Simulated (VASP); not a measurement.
# HfO2 (Fm-3m) in VASP: single point with LDA

Aim: the single point of HfO2 with LDA.

All numbers are computed with VASP 6.6.1; they aren't measurements. Logs are shortened: lines on timing, memory, paths and dates and some standing lists are left out, and cuts for length are marked.

### 1 The cell of the first run

Symmetry: Fm-3m, No. 225, cubic system. Conventional cell: a = 5.115 Å, b = 5.115 Å, c = 5.115 Å, α = 90.00°, β = 90.00°, γ = 90.00°. Hf (site symmetry m-3m) has 8 O at 2.21 Å within 2.9 Å. O (site symmetry -43m) has 4 Hf at 2.21 Å and 6 O at 2.56 Å within 2.9 Å.

### 2 Single point, LDA

File INCAR:

```
PREC     = Accurate       # precision mode
ENCUT    = 600            # plane-wave cutoff, eV
EDIFF    = 1E-6           # SCF threshold, eV
ISMEAR   = 0              # smearing method
SIGMA    = 0.01           # smearing width, eV
LREAL    = F              # projectors in reciprocal space
LASPH    = T              # aspherical terms in the spheres
NELM     = 120            # most SCF steps
ALGO     = Normal         # electronic algorithm
ISIF     = 2              # what is computed and relaxed
LWAVE    = F              # write WAVECAR
LCHARG   = F              # write CHGCAR
GGA      = CA             # functional
NBANDS   = 18             # bands
GGA_COMPAT= F
```

File KPOINTS:

```
Automatic mesh
0
Gamma
  6 6 6
```

File POSCAR:

```
HfO2
1.0
    0.0000000000      2.5575000000      2.5575000000
    2.5575000000      0.0000000000      2.5575000000
    2.5575000000      2.5575000000      0.0000000000
Hf O
1 2
Direct
    0.0000000000      0.0000000000      0.0000000000
    0.2500000000      0.2500000000      0.2500000000
    0.7500000000      0.7500000000      0.7500000000
```

Potentials or basis: VASP PAW LDA potentials, release 64 (Hf_pv, O).

Command:

```bash
cat potpaw_LDA.64/Hf_pv/POTCAR potpaw_LDA.64/O/POTCAR > POTCAR
mpirun -np 1 vasp_std > vasp.out
```

OUTCAR:

```text
PREC = Accurate
   ENCUT = 600
   EDIFF = 1E-6
   ISMEAR = 0
   LREAL = F
   LASPH = T
   NELM = 120
   ISIF = 2
   GGA = CA

 ion  position               nearest neighbor table
   1  0.000  0.000  0.000-   3 2.21   3 2.21   3 2.21   2 2.21   3 2.21   2 2.21   2 2.21   2 2.21

   2  0.250  0.250  0.250-   1 2.21   1 2.21   1 2.21   1 2.21
   3  0.750  0.750  0.750-   1 2.21   1 2.21   1 2.21   1 2.21

  LATTYP: Found a face centered cubic cell.
 ALAT       =     5.1150000000

  Lattice vectors:

 A1 = (   0.0000000000,   2.5575000000,   2.5575000000)
 A2 = (   2.5575000000,   0.0000000000,   2.5575000000)
 A3 = (   2.5575000000,   2.5575000000,   0.0000000000)

Analysis of symmetry for initial positions (statically):
=====================================================================
 Subroutine PRICEL returns:
 Original cell was already a primitive cell.

 Routine SETGRP: Setting up the symmetry group for a
 face centered cubic supercell.

 Subroutine GETGRP returns: Found 48 space group operations
 (whereof 48 operations were pure point group operations)
 out of a pool of 48 trial point group operations.

The static configuration has the point symmetry O_h .

Analysis of symmetry for dynamics (positions and initial velocities):
=====================================================================
 Subroutine PRICEL returns:
 Original cell was already a primitive cell.

 Routine SETGRP: Setting up the symmetry group for a
 face centered cubic supercell.

 Subroutine GETGRP returns: Found 48 space group operations
 (whereof 48 operations were pure point group operations)
 out of a pool of 48 trial point group operations.

The dynamic configuration has the point symmetry O_h .

 Subroutine INISYM returns: Found 48 space group operations
 (whereof 48 operations are pure point group operations),
 and found     1 'primitive' translations

----------------------------------------------------------------------------------------

                                     Primitive cell

  volume of cell :      33.4562

  direct lattice vectors                    reciprocal lattice vectors
     0.000000000  2.557500000  2.557500000    -0.195503421  0.195503421  0.195503421
     2.557500000  0.000000000  2.557500000     0.195503421 -0.195503421  0.195503421
     2.557500000  2.557500000  0.000000000     0.195503421  0.195503421 -0.195503421

  length of vectors
     3.616851186  3.616851186  3.616851186     0.338621859  0.338621859  0.338621859

  position of ions in fractional coordinates (direct lattice)
     0.000000000  0.000000000  0.000000000
     0.250000000  0.250000000  0.250000000
     0.750000000  0.750000000  0.750000000

  ion indices of the primitive-cell ions
   primitive index   ion index
                 1           1
                 2           2
                 3           3

----------------------------------------------------------------------------------------

 KPOINTS: Automatic mesh

Automatic generation of k-mesh.
 Grid dimensions read from file:
 generate k-points for:    6    6    6

 Generating k-lattice:

  Cartesian coordinates                     Fractional coordinates (reciprocal lattice)
    -0.032583904  0.032583904  0.032583904     0.166666667  0.000000000  0.000000000
     0.032583904 -0.032583904  0.032583904     0.000000000  0.166666667  0.000000000
     0.032583904  0.032583904 -0.032583904     0.000000000  0.000000000  0.166666667

  Length of vectors
     0.056436976  0.056436976  0.056436976

  Shift w.r.t. Gamma in fractional coordinates (k-lattice)
     0.000000000  0.000000000  0.000000000

 Subroutine IBZKPT returns following result:
 ===========================================

 Found     16 irreducible k-points:

 Following reciprocal coordinates:
            Coordinates               Weight
  0.000000  0.000000  0.000000      1.000000
  0.166667  0.000000  0.000000      8.000000
  0.333333  0.000000  0.000000      8.000000
  0.500000  0.000000  0.000000      4.000000
  0.166667  0.166667  0.000000      6.000000
  0.333333  0.166667  0.000000     24.000000
[... 8 lines left out ...]
 -0.333333  0.333333  0.166667     24.000000
 -0.333333  0.500000  0.166667     12.000000
   k-points           NKPTS =     16   k-points in BZ     NKDIM =     16   number of bands    NBANDS=     18
   number of dos      NEDOS =    301   number of ions     NIONS =      3
   total plane-waves  NPLWV =  27000
   dimension x,y,z NGX =    30 NGY =   30 NGZ =   30
   dimension x,y,z NGXF=    60 NGYF=   60 NGZF=   60
   ions per type =               1   2
   NGX,Y,Z   is equivalent  to a cutoff of  13.79, 13.79, 13.79 a.u.
   NGXF,Y,Z  is equivalent  to a cutoff of  27.58, 27.58, 27.58 a.u.
 SYSTEM =  unknown system
   PREC   = accura    normal or accurate (medium, high low for compatibility)
   ISTART =      0    job   : 0-new  1-cont  2-samecut
   ICHARG =      2    charge: 1-file 2-atom 10-const
   ISPIN  =      1    spin polarized calculation?
   LNONCOLLINEAR =      F non collinear calculations
   LSORBIT =      F    spin-orbit coupling
   LASPH  =      T    aspherical Exc in radial PAW
   ENCUT  =  600.0 eV  44.10 Ry    6.64 a.u.   7.22  7.22  7.22*2*pi/ulx,y,z
   NELM   =    120;   NELMIN=  2; NELMDL= -5     # of ELM steps
   EDIFF  = 0.1E-05   stopping-criterion for ELM
   LREAL  =      F    real-space projection
   EDIFFG = 0.1E-04   stopping-criterion for IOM
   NSW    =      0    number of steps for IOM
   IBRION =     -1    ionic relax: 0-MD 1-quasi-New 2-CG
   NFREE  =      0    steps in history (QN), initial steepest desc. (CG)
   ISIF   =      2    stress and relaxation
   ISYM   =      2    0-nonsym 1-usesym 2-fastsym
   POTIM  = 0.5000    time-step for ionic-motion
   TEBEG  =    0.0;   TEEND  =   0.0 temperature during run
   PSTRESS=    0.0 pullay stress
   NELECT =      22.0000    total number of electrons
   NUPDOWN=      -1.0000    fix difference up-down
   EMIN   =  10.00;   EMAX   =-10.00  energy-range for DOS
   EFERMI =   0.00;   METHOD = LEGACY
   ISMEAR =     0;   SIGMA  =   0.01  broadening in eV -4-tet -1-fermi 0-gaus
   EFERMI_NEDOS =   21; number of points for ismear=-14 and -15
   IALGO  =     38    algorithm
   IMIX   =      4    mixing-type and parameters
     AMIX     =   0.40;   BMIX     =  1.00
     AMIX_MAG =   1.60;   BMIX_MAG =  1.00
  volume/ion in A,a.u.               =      11.15        75.26
  Fermi-wavevector in a.u.,A,eV,Ry     =   1.423607  2.690227 27.574337  2.026657
  Thomas-Fermi vector in A             =   2.544186
   LORBIT       =      0    0 simple, 1 ext, 2 COOP (PROOUT), +10 PAW based schemes
   GGA     = CA    functional components
   LHFCALC =     F    Hartree Fock is set to
   AEXX    =    0.0000 exact exchange contribution
   IVDW    =     0    specifies the selected vdW correction
   LEPSILON=     F    determine dielectric tensor
   LRPA    =     F    only Hartree local field effects (RPA)
 non-spin polarized calculation
 Gauss-broadening in eV      SIGMA  =   0.01
  energy-cutoff  :      600.00
  volume of cell :       33.46
 maximum number of plane-waves:      1139
 NGX is ok and might be reduce to    30
   NGX = 15   NGY = 15   NGZ = 15

 number of electron      21.9999993 magnetization

 Free energy of the ion-electron system (eV)
  ---------------------------------------------------
  ext. energy  EPLUGINS =         0.00000000
  ---------------------------------------------------
  free energy    TOTEN  =       -32.91618774 eV

  energy without entropy =      -32.91618774  energy(sigma->0) =      -32.91618774

 E-fermi :   3.8875     XC(G=0): -12.1747

 val. band max:        3.8211614118   @ k =   0.5000   0.5000   0.0000
 cond. band min:       7.3466558728   @ k =   0.5000   0.5000   0.0000
 fundamental gap:      3.5254944610
 Fermi energy:         3.8875234824

 k-point     1 :       0.0000    0.0000    0.0000
  band No.  band energies     occupation
      1     -25.7892      2.00000
      2     -25.7892      2.00000
      3     -25.7892      2.00000
      4     -14.4860      2.00000
      5     -11.4599      2.00000
      6      -1.4239      2.00000
[... 10 lines left out ...]
     17      13.8581      0.00000
     18      16.2656      0.00000

 k-point     2 :       0.1667    0.0000    0.0000
  band No.  band energies     occupation
      1     -25.8930      2.00000
      2     -25.8008      2.00000
      3     -25.8008      2.00000
      4     -14.1413      2.00000
      5     -11.7385      2.00000
      6      -1.1718      2.00000
[... 10 lines left out ...]
     17      13.4469      0.00000
     18      16.2515      0.00000

 k-point     3 :       0.3333    0.0000    0.0000
  band No.  band energies     occupation
      1     -26.0901      2.00000
      2     -25.8240      2.00000
      3     -25.8240      2.00000
      4     -13.4849      2.00000
      5     -12.1438      2.00000
      6      -0.6579      2.00000
[... 10 lines left out ...]
     17      13.0050      0.00000
     18      15.4722      0.00000

 k-point     4 :       0.5000    0.0000    0.0000
  band No.  band energies     occupation
      1     -26.1838      2.00000
      2     -25.8355      2.00000
      3     -25.8355      2.00000
      4     -13.2489      2.00000
      5     -12.1972      2.00000
      6      -0.4163      2.00000
[... 10 lines left out ...]
     17      12.8507      0.00000
     18      15.7581      0.00000

 k-point     5 :       0.1667    0.1667    0.0000
  band No.  band energies     occupation
      1     -25.9007      2.00000
      2     -25.8180      2.00000
      3     -25.8180      2.00000
      4     -14.0151      2.00000
      5     -11.8333      2.00000
      6      -1.1318      2.00000
[... 10 lines left out ...]
     17      13.2748      0.00000
     18      16.2444      0.00000

 k-point     6 :       0.3333    0.1667    0.0000
  band No.  band energies     occupation
      1     -26.0435      2.00000
      2     -25.8528      2.00000
      3     -25.8439      2.00000
      4     -13.4165      2.00000
      5     -12.2077      2.00000
      6      -0.7555      2.00000
[... 10 lines left out ...]
     17      13.2068      0.00000
     18      16.1961      0.00000

 k-point     7 :       0.5000    0.1667    0.0000
  band No.  band energies     occupation
      1     -26.1456      2.00000
      2     -25.8998      2.00000
      3     -25.8526      2.00000
      4     -13.0414      2.00000
      5     -12.3218      2.00000
      6      -0.8644      2.00000
[... 10 lines left out ...]
     17      13.8784      0.00000
     18      16.0109      0.00000

 k-point     8 :      -0.3333    0.1667    0.0000
  band No.  band energies     occupation
      1     -26.1132      2.00000
      2     -25.9106      2.00000
      3     -25.8356      2.00000
      4     -13.1192      2.00000
      5     -12.3155      2.00000
      6      -0.9422      2.00000
[... 10 lines left out ...]
     17      13.9512      0.00000
     18      15.9299      0.00000
[... 61 lines left out ...]
     17      15.1310      0.00000
     18      16.2516      0.00000

 k-point    12 :      -0.3333    0.3333    0.0000
  band No.  band energies     occupation
      1     -26.0687      2.00000
      2     -26.0439      2.00000
      3     -25.8670      2.00000
      4     -12.7316      2.00000
      5     -12.4588      2.00000
      6      -1.5324      2.00000
[... 10 lines left out ...]
     17      15.3936      0.00000
     18      16.2229      0.00000

 k-point    13 :       0.5000    0.5000    0.0000
  band No.  band energies     occupation
      1     -26.2047      2.00000
      2     -25.9036      2.00000
      3     -25.9036      2.00000
      4     -12.7314      2.00000
      5     -12.3738      2.00000
      6      -2.5831      2.00000
[... 10 lines left out ...]
     17      16.2415      0.00000
     18      16.5703      0.00000

 k-point    14 :       0.5000    0.3333    0.1667
  band No.  band energies     occupation
      1     -26.0969      2.00000
      2     -25.9406      2.00000
      3     -25.8626      2.00000
      4     -12.8981      2.00000
      5     -12.4589      2.00000
      6      -1.0966      2.00000
[... 10 lines left out ...]
     17      14.3169      0.00000
     18      16.2348      0.00000

 k-point    15 :      -0.3333    0.3333    0.1667
  band No.  band energies     occupation
      1     -26.0974      2.00000
      2     -26.0029      2.00000
      3     -25.8793      2.00000
      4     -12.7282      2.00000
      5     -12.4624      2.00000
      6      -1.0881      2.00000
[... 10 lines left out ...]
     17      15.2254      0.00000
     18      16.2166      0.00000

 k-point    16 :      -0.3333    0.5000    0.1667
  band No.  band energies     occupation
      1     -26.1315      2.00000
      2     -25.9810      2.00000
      3     -25.9051      2.00000
      4     -12.6386      2.00000
      5     -12.4599      2.00000
      6      -1.9867      2.00000
[... 10 lines left out ...]
     17      16.2335      0.00000
     18      16.4828      0.00000

------------------------ aborting loop because EDIFF is reached ----------------------------------------

  FORCE on cell =-STRESS in cart. coord.  units (eV):
  Direction    XX          YY          ZZ          XY          YZ          ZX
  --------------------------------------------------------------------------------------
  -------------------------------------------------------------------------------------
  Total       -4.0893209     -4.0893209     -4.0893209      0.0000000      0.0000000     -0.0000000
  in kB     -195.8325372   -195.8325372   -195.8325372      0.0000000      0.0000000     -0.0000000
  external PRESSURE =    -195.8325372 kB  Pullay stress =       0.0000000 kB

 VOLUME and BASIS-vectors are now :
 -----------------------------------------------------------------------------
  energy-cutoff  :      600.00
  volume of cell :       33.46
      direct lattice vectors                 reciprocal lattice vectors
     0.000000000  2.557500000  2.557500000    -0.195503421  0.195503421  0.195503421
     2.557500000  0.000000000  2.557500000     0.195503421 -0.195503421  0.195503421
     2.557500000  2.557500000  0.000000000     0.195503421  0.195503421 -0.195503421

 POSITION                                       TOTAL-FORCE (eV/Angst)
 -----------------------------------------------------------------------------------
      0.00000      0.00000      0.00000        -0.000000     -0.000000      0.000000
      1.27875      1.27875      1.27875        -0.000000     -0.000000     -0.000000
      3.83625      3.83625      3.83625         0.000000      0.000000      0.000000
 -----------------------------------------------------------------------------------
    total drift:                                0.000000     -0.000000      0.000000

  FREE ENERGIE OF THE ION-ELECTRON SYSTEM (eV)
  ---------------------------------------------------
  free  energy   TOTEN  =       -32.9161877403 eV

  energy  without entropy=      -32.9161877403  energy(sigma->0) =      -32.91618774
```

It took 20 s on 1 thread of AMD EPYC 7R43 (Zen 3), shared host; peak memory 0.12 GiB.

Results:

```
Free energy            : -32.9162 eV
Pressure               : -19.6 GPa
Band gap on the k mesh : 3.53 eV, direct
```

Caveat: spin-orbit coupling is left out, which moves the levels of the heavy elements. As with any semilocal functional, this LDA gap is likely too small.
